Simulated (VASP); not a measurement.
# AgRuS2 (P-4m2) in VASP: further runs

AgRuS2 is run at these levels: PBE; tasks: single point.

Everything below comes from runs of VASP 6.6.1. Logs are shortened: lines on timing, memory, paths and dates and some standing lists are left out, and cuts for length are marked.

### 1 The cell of the first run

Symmetry: P-4m2, No. 115, tetragonal system. The conventional cell has a = 3.837 Å, b = 3.837 Å, c = 5.660 Å, α = 90.00°, β = 90.00°, γ = 90.00°. Within 3.3 Å of Ag (site symmetry -4m2) lie 4 S at 2.53 Å. Within 3.0 Å of Ru (site symmetry -4m2) lie 4 S at 2.25 Å. Within 3.0 Å of S (site symmetry 2mm) lie 2 Ru at 2.25 Å and 2 Ag at 2.53 Å.

### 2 Single point, PBE, collinear spin, ferromagnetic start

The input, INCAR:

```
  PREC = Accurate
  ENCUT = 520
  EDIFF = 1E-6
  ISMEAR = 0
  SIGMA = 0.1
  LREAL = False
  LASPH = True
  NELM = 150
  ALGO = Normal
  ISIF = 2
  LWAVE = False
  LCHARG = True
  ISPIN = 2
  MAGMOM = 0 1 0 0
  LORBIT = 11
  LMAXMIX = 4
  GGA = PE
  LELF = True
  LVHAR = True
  NBANDS = 30
```

The input, KPOINTS:

```
regular mesh
0
Gamma
  4 4 4
```

The input, POSCAR:

```
AgRuS2
1.0
    3.8367137552      0.0000000000      0.0000000000
    0.0000000000      3.8367137552      0.0000000000
    0.0000000000      0.0000000000      5.6595762019
Ag Ru S
1 1 2
Direct
    0.5000000000      0.5000000000      0.5000000000
    0.0000000000      0.0000000000      0.0000000000
    0.5000000000      0.0000000000      0.2085307573
    0.0000000000      0.5000000000      0.7914692427
```

Potentials or basis: VASP PAW PBE potentials, release 64 (Ag, Ru_pv, S).

Launch:

```
cat potpaw_PBE.64/Ag/POTCAR potpaw_PBE.64/Ru_pv/POTCAR potpaw_PBE.64/S/POTCAR > POTCAR
mpirun -np 1 vasp_std > vasp.out
```

OUTCAR:

```text
PREC = Accurate
   ENCUT = 520
   EDIFF = 1E-6
   ISMEAR = 0
   LREAL = False
   LASPH = True
   NELM = 150
   ISIF = 2
   ISPIN = 2
   LORBIT = 11
   GGA = PE

 ion  position               nearest neighbor table
   1  0.500  0.500  0.500-   3 2.53   4 2.53   3 2.53   4 2.53
   2  0.000  0.000  0.000-   3 2.25   4 2.25   4 2.25   3 2.25
   3  0.500  0.000  0.209-   2 2.25   2 2.25   1 2.53   1 2.53
   4  0.000  0.500  0.791-   2 2.25   2 2.25   1 2.53   1 2.53

  LATTYP: Found a simple tetragonal cell.
 ALAT       =     3.8367137552
 C/A-ratio  =     1.4751103582

  Lattice vectors:

 A1 = (   3.8367137552,   0.0000000000,   0.0000000000)
 A2 = (   0.0000000000,   3.8367137552,   0.0000000000)
 A3 = (   0.0000000000,   0.0000000000,   5.6595762019)

Analysis of symmetry for initial positions (statically):
=====================================================================
 Subroutine PRICEL returns:
 Original cell was already a primitive cell.

 Routine SETGRP: Setting up the symmetry group for a
 simple tetragonal supercell.

 Subroutine GETGRP returns: Found  8 space group operations
 (whereof  8 operations were pure point group operations)
 out of a pool of 16 trial point group operations.

The static configuration has the point symmetry D_2d.

Analysis of symmetry for dynamics (positions and initial velocities):
=====================================================================
 Subroutine PRICEL returns:
 Original cell was already a primitive cell.

 Routine SETGRP: Setting up the symmetry group for a
 simple tetragonal supercell.

 Subroutine GETGRP returns: Found  8 space group operations
 (whereof  8 operations were pure point group operations)
 out of a pool of 16 trial point group operations.

The dynamic configuration has the point symmetry D_2d.

Analysis of structural, dynamic, and magnetic symmetry:
=====================================================================
 Subroutine PRICEL returns:
 Original cell was already a primitive cell.

 Routine SETGRP: Setting up the symmetry group for a
 simple tetragonal supercell.

 Subroutine GETGRP returns: Found  8 space group operations
 (whereof  8 operations were pure point group operations)
 out of a pool of 16 trial point group operations.

The overall configuration has the point symmetry D_2d.

 Subroutine INISYM returns: Found  8 space group operations
 (whereof  8 operations are pure point group operations),
 and found     1 'primitive' translations

----------------------------------------------------------------------------------------

                                     Primitive cell

  volume of cell :      83.3111

  direct lattice vectors                    reciprocal lattice vectors
     3.836713755  0.000000000  0.000000000     0.260639720  0.000000000  0.000000000
     0.000000000  3.836713755  0.000000000     0.000000000  0.260639720  0.000000000
     0.000000000  0.000000000  5.659576202     0.000000000  0.000000000  0.176691675

  length of vectors
     3.836713755  3.836713755  5.659576202     0.260639720  0.260639720  0.176691675

  position of ions in fractional coordinates (direct lattice)
     0.500000000  0.500000000  0.500000000
     0.000000000  0.000000000  0.000000000
     0.500000000  0.000000000  0.208530757
     0.000000000  0.500000000  0.791469243

  ion indices of the primitive-cell ions
   primitive index   ion index
                 1           1
                 2           2
                 3           3
                 4           4

----------------------------------------------------------------------------------------

 KPOINTS: regular mesh

Automatic generation of k-mesh.
 Grid dimensions read from file:
 generate k-points for:    4    4    4

 Generating k-lattice:

  Cartesian coordinates                     Fractional coordinates (reciprocal lattice)
     0.065159930  0.000000000  0.000000000     0.250000000  0.000000000  0.000000000
     0.000000000  0.065159930  0.000000000     0.000000000  0.250000000  0.000000000
     0.000000000  0.000000000  0.044172919     0.000000000  0.000000000  0.250000000

  Length of vectors
     0.065159930  0.065159930  0.044172919

  Shift w.r.t. Gamma in fractional coordinates (k-lattice)
     0.000000000  0.000000000  0.000000000

 Subroutine IBZKPT returns following result:
 ===========================================

 Found     18 irreducible k-points:

 Following reciprocal coordinates:
            Coordinates               Weight
  0.000000  0.000000  0.000000      1.000000
  0.250000  0.000000  0.000000      4.000000
  0.500000  0.000000  0.000000      2.000000
  0.250000  0.250000  0.000000      4.000000
  0.500000  0.250000  0.000000      4.000000
  0.500000  0.500000  0.000000      1.000000
[... 10 lines left out ...]
  0.500000  0.250000  0.500000      4.000000
  0.500000  0.500000  0.500000      1.000000
   k-points           NKPTS =     18   k-points in BZ     NKDIM =     18   number of bands    NBANDS=     30
   number of dos      NEDOS =    301   number of ions     NIONS =      4
   total plane-waves  NPLWV =  37800
   dimension x,y,z NGX =    30 NGY =   30 NGZ =   42
   dimension x,y,z NGXF=    60 NGYF=   60 NGZF=   84
   ions per type =               1   1   2
   NGX,Y,Z   is equivalent  to a cutoff of  13.00, 13.00, 12.34 a.u.
   NGXF,Y,Z  is equivalent  to a cutoff of  26.00, 26.00, 24.67 a.u.
 SYSTEM =  unknown system
   PREC   = accura    normal or accurate (medium, high low for compatibility)
   ISTART =      0    job   : 0-new  1-cont  2-samecut
   ICHARG =      2    charge: 1-file 2-atom 10-const
   ISPIN  =      2    spin polarized calculation?
   LNONCOLLINEAR =      F non collinear calculations
   LSORBIT =      F    spin-orbit coupling
   LASPH  =      T    aspherical Exc in radial PAW
   ENCUT  =  520.0 eV  38.22 Ry    6.18 a.u.   7.13  7.13 10.52*2*pi/ulx,y,z
   NELM   =    150;   NELMIN=  2; NELMDL= -5     # of ELM steps
   EDIFF  = 0.1E-05   stopping-criterion for ELM
   LREAL  =      F    real-space projection
   EDIFFG = 0.1E-04   stopping-criterion for IOM
   NSW    =      0    number of steps for IOM
   IBRION =     -1    ionic relax: 0-MD 1-quasi-New 2-CG
   NFREE  =      0    steps in history (QN), initial steepest desc. (CG)
   ISIF   =      2    stress and relaxation
   ISYM   =      2    0-nonsym 1-usesym 2-fastsym
   POTIM  = 0.5000    time-step for ionic-motion
   TEBEG  =    0.0;   TEEND  =   0.0 temperature during run
   PSTRESS=    0.0 pullay stress
   NELECT =      37.0000    total number of electrons
   NUPDOWN=      -1.0000    fix difference up-down
   EMIN   =  10.00;   EMAX   =-10.00  energy-range for DOS
   EFERMI =   0.00;   METHOD = LEGACY
   ISMEAR =     0;   SIGMA  =   0.10  broadening in eV -4-tet -1-fermi 0-gaus
   EFERMI_NEDOS =   21; number of points for ismear=-14 and -15
   IALGO  =     38    algorithm
   IMIX   =      4    mixing-type and parameters
     AMIX     =   0.40;   BMIX     =  1.00
     AMIX_MAG =   1.60;   BMIX_MAG =  1.00
  volume/ion in A,a.u.               =      20.83       140.55
  Fermi-wavevector in a.u.,A,eV,Ry     =   1.249035  2.360333 21.226281  1.560088
  Thomas-Fermi vector in A             =   2.383094
   LORBIT       =     11    0 simple, 1 ext, 2 COOP (PROOUT), +10 PAW based schemes
   GGA     = PE    functional components
   LHFCALC =     F    Hartree Fock is set to
   AEXX    =    0.0000 exact exchange contribution
   IVDW    =     0    specifies the selected vdW correction
   LEPSILON=     F    determine dielectric tensor
   LRPA    =     F    only Hartree local field effects (RPA)
 spin polarized calculation
 Gauss-broadening in eV      SIGMA  =   0.10
  energy-cutoff  :      520.00
  volume of cell :       83.31
 maximum number of plane-waves:      2272
 NGX is ok and might be reduce to    30
   NGX = 15   NGY = 15   NGZ = 21

 number of electron      37.0000001 magnetization      -0.0031065

 number of electron      37.0000001 magnetization       0.0001721

 Free energy of the ion-electron system (eV)
  ---------------------------------------------------
  ext. energy  EPLUGINS =         0.00000000
  ---------------------------------------------------
  free energy    TOTEN  =       -20.37605660 eV

  energy without entropy =      -20.36120048  energy(sigma->0) =      -20.36862854

 E-fermi :   5.6339     XC(G=0): -10.0881

 val. band max:        5.5879454008   @ k =   0.0000   0.0000   0.5000
 cond. band min:       5.6410737681   @ k =   0.5000   0.2500   0.5000
 fundamental gap:      0.0531283673
 Fermi energy:         5.6339123254

 spin component 1

 k-point     1 :       0.0000    0.0000    0.0000
  band No.  band energies     occupation
      1     -37.2900      1.00000
      2     -37.2900      1.00000
      3     -37.1157      1.00000
      4      -8.5668      1.00000
      5      -7.6845      1.00000
      6      -0.4339      1.00000
[... 583 lines left out ...]
     29      14.7615      0.00000
     30      16.6220      0.00000
 Fermi energy:         5.6339123254

 spin component 2

 k-point     1 :       0.0000    0.0000    0.0000
  band No.  band energies     occupation
      1     -37.2899      1.00000
      2     -37.2899      1.00000
      3     -37.1156      1.00000
      4      -8.5668      1.00000
      5      -7.6845      1.00000
      6      -0.4338      1.00000
[... 583 lines left out ...]
     29      14.7615      0.00000
     30      16.6221      0.00000

------------------------ aborting loop because EDIFF is reached ----------------------------------------

  FORCE on cell =-STRESS in cart. coord.  units (eV):
  Direction    XX          YY          ZZ          XY          YZ          ZX
  --------------------------------------------------------------------------------------
  -------------------------------------------------------------------------------------
  Total       -0.1831263     -0.1831263     -0.0232183      0.0000000      0.0000000      0.0000000
  in kB       -3.5217509     -3.5217509     -0.4465172      0.0000000      0.0000000      0.0000000
  external PRESSURE =      -2.4966730 kB  Pullay stress =       0.0000000 kB

 VOLUME and BASIS-vectors are now :
 -----------------------------------------------------------------------------
  energy-cutoff  :      520.00
  volume of cell :       83.31
      direct lattice vectors                 reciprocal lattice vectors
     3.836713755  0.000000000  0.000000000     0.260639720  0.000000000  0.000000000
     0.000000000  3.836713755  0.000000000     0.000000000  0.260639720  0.000000000
     0.000000000  0.000000000  5.659576202     0.000000000  0.000000000  0.176691675

 POSITION                                       TOTAL-FORCE (eV/Angst)
 -----------------------------------------------------------------------------------
      1.91836      1.91836      2.82979        -0.000000     -0.000000      0.000000
      0.00000      0.00000      0.00000         0.000000     -0.000000      0.000000
      1.91836      0.00000      1.18020         0.000000      0.000000      0.006322
      0.00000      1.91836      4.47938         0.000000     -0.000000     -0.006322
 -----------------------------------------------------------------------------------
    total drift:                                0.000000      0.000000     -0.000000

  FREE ENERGIE OF THE ION-ELECTRON SYSTEM (eV)
  ---------------------------------------------------
  free  energy   TOTEN  =       -20.3760565953 eV

  energy  without entropy=      -20.3612004760  energy(sigma->0) =      -20.36862854

 total charge

# of ion       s       p       d       tot
------------------------------------------
    1        0.348   0.267   9.219   9.834
    2        0.354   6.245   6.097  12.696
    3        1.330   2.327   0.000   3.657
    4        1.330   2.327   0.000   3.657
--------------------------------------------------
tot          3.362  11.166  15.316  29.844

 magnetization (x)

# of ion       s       p       d       tot
------------------------------------------
    1        0.000   0.000   0.000   0.000
    2        0.000   0.000   0.000   0.000
    3        0.000   0.000   0.000   0.000
    4        0.000   0.000   0.000   0.000
--------------------------------------------------
tot          0.000   0.000   0.000   0.000
```

Run time: 51 s. Hardware: 1 thread of Intel Xeon 6975P-C (Granite Rapids), shared host; peak memory 0.25 GiB.

Results:

```yaml
Free_energy: -20.3761 eV
Pressure: -0.2 GPa
Largest_force: 0.006 eV/Å
Net_moment: 0.00 μB per cell
Valence_electrons_inside_the_program's_atomic_spheres: Ag 9.83; Ru 12.70; S 3.66
```

Forces on the atoms (eV/Å):
```
Ag   0.000  0.000  0.000
Ru   0.000  0.000  0.000
S    0.000  0.000  0.006
S    0.000  0.000 -0.006
```

Stress tensor (GPa, compression positive):
```
-0.35  0.00  0.00
 0.00 -0.35  0.00
 0.00  0.00 -0.04
```

Levels at points of the mesh, in eV from the Fermi level:
Spin up:
```
           k point  band 14  band 15  band 16  band 17  band 18  band 19  band 20  band 21  band 22  band 23
(0.00, 0.00, 0.00)    -3.58    -1.88    -1.88    -1.75    -1.01     1.63     2.39     2.59     2.59     4.86
(0.50, 0.00, 0.00)    -3.07    -2.91    -2.64    -1.44    -0.38     0.50     0.57     1.58     4.42     5.58
(0.50, 0.50, 0.00)    -2.64    -2.64    -2.56    -1.49    -1.49    -1.45    -0.76    -0.16     4.63     4.63
(0.00, 0.00, 0.50)    -3.39    -1.77    -1.30    -1.30    -0.05     1.12     1.98     1.98     3.79     4.04
(0.50, 0.00, 0.50)    -3.27    -2.75    -2.43    -1.73    -0.12     0.26     1.53     1.81     3.19     4.43
(0.50, 0.50, 0.50)    -2.95    -2.82    -2.82    -1.44    -1.44    -1.43    -0.16     0.25     5.42     5.69
```
Spin down:
```
           k point  band 15  band 16  band 17  band 18  band 19  band 20  band 21  band 22
(0.00, 0.00, 0.00)    -1.88    -1.88    -1.75    -1.01     1.63     2.39     2.59     2.59
(0.50, 0.00, 0.00)    -2.91    -2.64    -1.44    -0.38     0.50     0.57     1.58     4.42
(0.50, 0.50, 0.00)    -2.64    -2.56    -1.49    -1.49    -1.45    -0.76    -0.16     4.63
(0.00, 0.00, 0.50)    -1.77    -1.30    -1.30    -0.05     1.12     1.98     1.98     3.79
(0.50, 0.00, 0.50)    -2.75    -2.43    -1.73    -0.12     0.26     1.53     1.81     3.19
(0.50, 0.50, 0.50)    -2.82    -2.82    -1.44    -1.44    -1.43    -0.16     0.25     5.42
```

Caveat: the k points lie up to 0.41 Å⁻¹ apart.

(Part 1 of 2 ends here.)
